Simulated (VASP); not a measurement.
# Pb (P6_3/mmc) in VASP: a series of runs

Runs on Pb. Level: BLYP. Tasks: relaxation of cell and atoms, single point.

Everything below comes from runs of VASP 6.6.1. Logs are shortened: lines on timing, memory, paths and dates and some standing lists are left out, and cuts for length are marked.

### Step 1. The cell of the first run

It takes space group P6_3/mmc (No. 194, hexagonal). The conventional cell has a = 3.501 Å, b = 3.501 Å, c = 5.716 Å, α = 90.00°, β = 90.00°, γ = 120.00°. Within 4.6 Å of Pb (site symmetry -6m2) lie 12 Pb at 3.50 Å.

This isn't the form of Pb at room conditions, which is fcc.

### Step 2. Relaxation of cell and atoms, BLYP

Contents of INCAR:

```
SYSTEM = Pb
PREC = Accurate
ENCUT = 600
EDIFF = 1E-6
ISMEAR = -1
SIGMA = 0.1
LREAL = .FALSE.
LASPH = .TRUE.
NELM = 80
ALGO = Normal
ISIF = 3
LWAVE = .FALSE.
LCHARG = .FALSE.
GGA = B5
ALDAX = 1.0
AGGAX = 1.0
AGGAC = 1.0
ALDAC = 0.0
IBRION = 2
NSW = 80
EDIFFG = -0.01
```

Contents of KPOINTS:

```
regular mesh
0
G
  10 10 6
  0 0 0
```

Contents of POSCAR:

```
Pb
1.0
    3.5005272341      0.0000000000      0.0000000000
   -1.7502636171      3.0315455114      0.0000000000
    0.0000000000      0.0000000000      5.7163609733
Pb
2
Direct
    0.3333333333      0.6666666667      0.2500000000
    0.6666666667      0.3333333333      0.7500000000
```

Potentials or basis: VASP PAW PBE potentials, release 64 (Pb_d).

Command:

```console
> cat potpaw_PBE.64/Pb_d/POTCAR > POTCAR
> mpirun -np 1 vasp_std > vasp.out
```

OUTCAR:

```text
SYSTEM = Pb
   PREC = Accurate
   ENCUT = 600
   EDIFF = 1E-6
   ISMEAR = -1
   LREAL = .FALSE.
   LASPH = .TRUE.
   NELM = 80
   ISIF = 3
   GGA = B5
   IBRION = 2
   NSW = 80
   EDIFFG = -0.01

 ion  position               nearest neighbor table
   1  0.333  0.667  0.250-   2 3.50   2 3.50   2 3.50   2 3.50   2 3.50   2 3.50
   2  0.667  0.333  0.750-   1 3.50   1 3.50   1 3.50   1 3.50   1 3.50   1 3.50

  LATTYP: Found a hexagonal cell.
 ALAT       =     3.5005272341
 C/A-ratio  =     1.6330000000

  Lattice vectors:

 A1 = (   3.5005272341,   0.0000000000,   0.0000000000)
 A2 = (  -1.7502636171,   3.0315455114,   0.0000000000)
 A3 = (   0.0000000000,   0.0000000000,   5.7163609733)

Analysis of symmetry for initial positions (statically):
=====================================================================
 Subroutine PRICEL returns:
 Original cell was already a primitive cell.

 Routine SETGRP: Setting up the symmetry group for a
 hexagonal supercell.

 Subroutine GETGRP returns: Found 24 space group operations
 (whereof 12 operations were pure point group operations)
 out of a pool of 24 trial point group operations.

The static configuration has the point symmetry D_3d.
 The point group associated with its full space group is D_6h.

Analysis of symmetry for dynamics (positions and initial velocities):
=====================================================================
 Subroutine PRICEL returns:
 Original cell was already a primitive cell.

 Routine SETGRP: Setting up the symmetry group for a
 hexagonal supercell.

 Subroutine GETGRP returns: Found 24 space group operations
 (whereof 12 operations were pure point group operations)
 out of a pool of 24 trial point group operations.

The dynamic configuration has the point symmetry D_3d.
 The point group associated with its full space group is D_6h.

 Subroutine INISYM returns: Found 24 space group operations
 (whereof 12 operations are pure point group operations),
 and found     1 'primitive' translations

----------------------------------------------------------------------------------------

                                     Primitive cell

  volume of cell :      60.6621

  direct lattice vectors                    reciprocal lattice vectors
     3.500527234  0.000000000  0.000000000     0.285671253  0.164932375  0.000000000
    -1.750263617  3.031545511  0.000000000     0.000000000  0.329864749  0.000000000
[... 95 lines left out ...]
   PSTRESS=    0.0 pullay stress
   NELECT =      28.0000    total number of electrons
   NUPDOWN=      -1.0000    fix difference up-down
   EMIN   =  10.00;   EMAX   =-10.00  energy-range for DOS
   EFERMI =   0.00;   METHOD = LEGACY
   ISMEAR =    -1;   SIGMA  =   0.10  broadening in eV -4-tet -1-fermi 0-gaus
   EFERMI_NEDOS =   21; number of points for ismear=-14 and -15
   IALGO  =     38    algorithm
   IMIX   =      4    mixing-type and parameters
     AMIX     =   0.40;   BMIX     =  1.00
     AMIX_MAG =   1.60;   BMIX_MAG =  1.00
  volume/ion in A,a.u.               =      30.33       204.68
  Fermi-wavevector in a.u.,A,eV,Ry     =   1.265188  2.390859 21.778859  1.600701
  Thomas-Fermi vector in A             =   2.398454
   LORBIT       =      0    0 simple, 1 ext, 2 COOP (PROOUT), +10 PAW based schemes
   GGA     = B5    functional components
   LHFCALC =     F    Hartree Fock is set to
   AEXX    =    0.0000 exact exchange contribution
   IVDW    =     0    specifies the selected vdW correction
   LEPSILON=     F    determine dielectric tensor
   LRPA    =     F    only Hartree local field effects (RPA)
 conjugate gradient relaxation of ions
 non-spin polarized calculation
  energy-cutoff  :      600.00
  volume of cell :       60.66
 maximum number of plane-waves:      2045
 NGX is ok and might be reduce to    28
   NGX = 13   NGY = 13   NGZ = 23

--------------------------------------- Ionic step        1  -------------------------------------------

 number of electron      28.0000001 magnetization

 Free energy of the ion-electron system (eV)
  ---------------------------------------------------
  ext. energy  EPLUGINS =         0.00000000
  ---------------------------------------------------
  free energy    TOTEN  =        -5.58174949 eV

  energy without entropy =       -5.53618195  energy(sigma->0) =       -5.55896572

------------------------ aborting loop because EDIFF is reached ----------------------------------------

  FORCE on cell =-STRESS in cart. coord.  units (eV):
  Direction    XX          YY          ZZ          XY          YZ          ZX
  --------------------------------------------------------------------------------------
  -------------------------------------------------------------------------------------
  Total        2.2059952      2.2059952      2.3565506     -0.0000000      0.0000000      0.0000000
  in kB       58.2636837     58.2636837     62.2400808     -0.0000000      0.0000000      0.0000000
  external PRESSURE =      59.5891494 kB  Pullay stress =       0.0000000 kB
[... 275 lines left out ...]
--------------------------------------- Ionic step        9  -------------------------------------------

 number of electron      28.0000002 magnetization

 Free energy of the ion-electron system (eV)
  ---------------------------------------------------
  ext. energy  EPLUGINS =         0.00000000
  ---------------------------------------------------
  free energy    TOTEN  =        -5.72984914 eV

  energy without entropy =       -5.68365624  energy(sigma->0) =       -5.70675269

 E-fermi :   6.2823     XC(G=0):  -8.9623

 val. band max:        6.1758909650   @ k =   0.4000   0.2000   0.0000
 cond. band min:       6.2908155754   @ k =   0.2000   0.1000   0.0000
 fundamental gap:      0.1149246105
 Fermi energy:         6.2823490835

 k-point     1 :       0.0000    0.0000    0.0000
  band No.  band energies     occupation
      1     -10.7072      2.00000
      2     -10.7064      2.00000
      3     -10.6825      2.00000
      4     -10.6825      2.00000
      5     -10.6705      2.00000
      6     -10.6705      2.00000
[... 481 lines left out ...]
      5     -10.6370      2.00000
      6     -10.5884      2.00000
[... 10 lines left out ...]
     17       8.8238      0.00000
     18       9.7664      0.00000

 [... further k-points ...]

------------------------ aborting loop because EDIFF is reached ----------------------------------------

  FORCE on cell =-STRESS in cart. coord.  units (eV):
  Direction    XX          YY          ZZ          XY          YZ          ZX
  --------------------------------------------------------------------------------------
  -------------------------------------------------------------------------------------
  Total        0.0076299      0.0076299     -0.0070745     -0.0000000     -0.0000000      0.0000000
  in kB        0.1754589      0.1754589     -0.1626885     -0.0000000     -0.0000000      0.0000000
  external PRESSURE =       0.0627431 kB  Pullay stress =       0.0000000 kB
[... 17 lines left out ...]
  FREE ENERGIE OF THE ION-ELECTRON SYSTEM (eV)
  ---------------------------------------------------
  free  energy   TOTEN  =        -5.7298491425 eV

  energy  without entropy=       -5.6836562444  energy(sigma->0) =       -5.70675269

 reached required accuracy - stopping structural energy minimisation
```

OSZICAR:

```text
N       E                     dE             d eps       ncg     rms          rms(c)
DAV:   1     0.301275157230E+03    0.30128E+03   -0.15840E+04  2016   0.209E+03
DAV:   2     0.150627991689E+02   -0.28621E+03   -0.28249E+03  2020   0.457E+02
DAV:   3    -0.500156817842E+01   -0.20064E+02   -0.19774E+02  2538   0.152E+02
[... 68 lines left out ...]
DAV:   1    -0.573045521396E+01   -0.63048E-03   -0.23996E-02  2194   0.202E+00    0.117E-01
DAV:   2    -0.573000619384E+01    0.44902E-03   -0.10763E-03  2292   0.539E-01    0.596E-02
DAV:   3    -0.572985343261E+01    0.15276E-03   -0.41960E-04  2554   0.341E-01    0.138E-02
DAV:   4    -0.572984946571E+01    0.39669E-05   -0.57255E-05  2438   0.104E-01    0.332E-03
DAV:   5    -0.572984914252E+01    0.32319E-06   -0.19826E-06  1210   0.193E-02
   9 F= -.57298491E+01 E0= -.57067527E+01  d E =-.828800E-04
```

CONTCAR:

```text
Pb
   1.00000000000000
     3.6520662820126586   -0.0000000000024739   -0.0000000000000000
    -1.8260331410606354    3.1627821765627915    0.0000000000000000
     0.0000000000000000    0.0000000000000000    6.0317688962907807
  Pb
     2
Direct
     0.3333333332999970    0.6666666667000030    0.2500000000000000
     0.6666666667000030    0.3333333332999970    0.7500000000000000

  0.00000000E+00  0.00000000E+00  0.00000000E+00
  0.00000000E+00  0.00000000E+00  0.00000000E+00
```

Wall time 2.6 min (1 thread of Intel Xeon 6975P-C (Granite Rapids), shared host); peak memory 0.23 GiB.

Results:

- Free energy: -5.7298 eV
- Relaxed volume: 34.84 Å³/atom
- Relaxed cell: a = 3.652 Å, b = 3.652 Å, c = 6.032 Å, α = 90.00°, β = 90.00°, γ = 120.00°
- Space group after relaxing (to 0.1 Å): P6_3/mmc (No. 194)
- Energy gained by relaxing: 74.0 meV/atom
- Ionic steps: 9
- Pressure after relaxing: 0.0 GPa
- Band gap on the k mesh: zero (bands 14 and 15 overlap by 5.95 eV)

Step by step:
| step | energy change (eV) | largest force (eV/Å) | pressure (GPa) | volume (Å³) |
| --- | --- | --- | --- | --- |
| 1 | 0.0000 | 0.0000 | 5.96 | 60.66 |
| 2 | -0.1450 | 0.0000 | -0.65 | 71.11 |
| 3 | -0.1479 | 0.0000 | 0.03 | 69.57 |
| 4 | -0.1479 | 0.0000 | -0.06 | 69.76 |
| 5 | -0.1480 | 0.0000 | -0.03 | 69.64 |
| 6 | -0.1480 | 0.0000 | 0.10 | 69.44 |
| 7 | -0.1480 | 0.0000 | 0.07 | 69.51 |
| 8 | -0.1481 | 0.0000 | 0.05 | 69.61 |
| 9 | -0.1481 | 0.0000 | 0.01 | 69.67 |

Final structure:
```cif
data_structure
_symmetry_space_group_name_H-M 'P 1'
_symmetry_Int_Tables_number 1
_cell_length_a 3.6521
_cell_length_b 3.6521
_cell_length_c 6.0318
_cell_angle_alpha 90.000
_cell_angle_beta 90.000
_cell_angle_gamma 120.000
_cell_volume 69.67
loop_
_atom_site_label
_atom_site_type_symbol
_atom_site_fract_x
_atom_site_fract_y
_atom_site_fract_z
_atom_site_occupancy
Pb1 Pb 0.33333 0.66667 0.25000 1
Pb2 Pb 0.66667 0.33333 0.75000 1
```

Levels at points of the mesh, in eV from the Fermi level:
| k point | band 11 | band 12 | band 13 | band 14 | band 15 | band 16 | band 17 | band 18 |
| --- | --- | --- | --- | --- | --- | --- | --- | --- |
| (0.00, 0.00, 0.00) | -10.93 | -8.20 | -3.48 | 4.78 | 4.78 | 6.11 | 6.22 | 6.22 |
| (0.50, 0.00, 0.00) | -8.19 | -7.23 | -2.63 | -1.34 | -0.31 | 1.75 | 1.91 | 4.69 |
| (0.00, 0.00, 0.50) | -9.95 | -9.95 | 0.46 | 0.46 | 5.46 | 5.46 | 5.46 | 5.46 |
| (0.50, 0.00, 0.50) | -7.64 | -7.64 | -3.04 | -3.04 | 2.90 | 2.90 | 3.01 | 3.01 |

Caveat: the PAW data sets were made with another functional, which shifts forces and pressure a little; spin-orbit coupling is left out, which moves the levels of the heavy elements.

### Step 3. Single point, BLYP

This run uses another cell than the first one, of 34.78 Å³/atom.

Contents of INCAR:

```
PREC = Accurate
ENCUT = 520
EDIFF = 1E-6
ISMEAR = -1
SIGMA = 0.1
LREAL = False
LASPH = True
NELM = 80
ALGO = Normal
ISIF = 2
LWAVE = False
LCHARG = False
GGA = B5
ALDAX = 1.0
AGGAX = 1.0
AGGAC = 1.0
ALDAC = 0.0
NBANDS = 21
```

Contents of KPOINTS:

```
regular mesh
0
Gamma
  16 16 9
```

Contents of POSCAR:

```
Pb
1.0
    3.6521949880      0.0000000000      0.0000000000
   -1.8260974940      3.1628936392      0.0000000000
    0.0000000000      0.0000000000      6.0219994471
Pb
2
Direct
    0.3333333333      0.6666666667      0.2500000000
    0.6666666667      0.3333333333      0.7500000000
```

Potentials or basis: VASP PAW PBE potentials, release 64 (Pb_d).

Command:

```console
> cat potpaw_PBE.64/Pb_d/POTCAR > POTCAR
> mpirun -np 1 vasp_std > vasp.out
```

Run time: 60 s. Hardware: 1 thread of Intel Xeon 6975P-C (Granite Rapids), shared host; peak memory 0.3 GiB.

It converged, with:

```
Free energy            : -5.7295 eV
Pressure               : 0.0 GPa
Band gap on the k mesh : zero (bands 14 and 15 overlap by 6.19 eV)
```

Stress tensor (GPa, compression positive):
```
-0.13  0.00  0.00
 0.00 -0.13  0.00
 0.00  0.00  0.40
```

Levels at points of the mesh, in eV from the Fermi level:
```
           k point  band 11  band 12  band 13  band 14  band 15  band 16  band 17  band 18
(0.00, 0.00, 0.00)   -10.93    -8.19    -3.47     4.78     4.78     6.15     6.22     6.22
(0.50, 0.00, 0.00)    -8.19    -7.22    -2.62    -1.34    -0.30     1.76     1.90     4.69
```

Caveat: the PAW data sets were made with another functional, which shifts forces and pressure a little; spin-orbit coupling is left out, which moves the levels of the heavy elements.
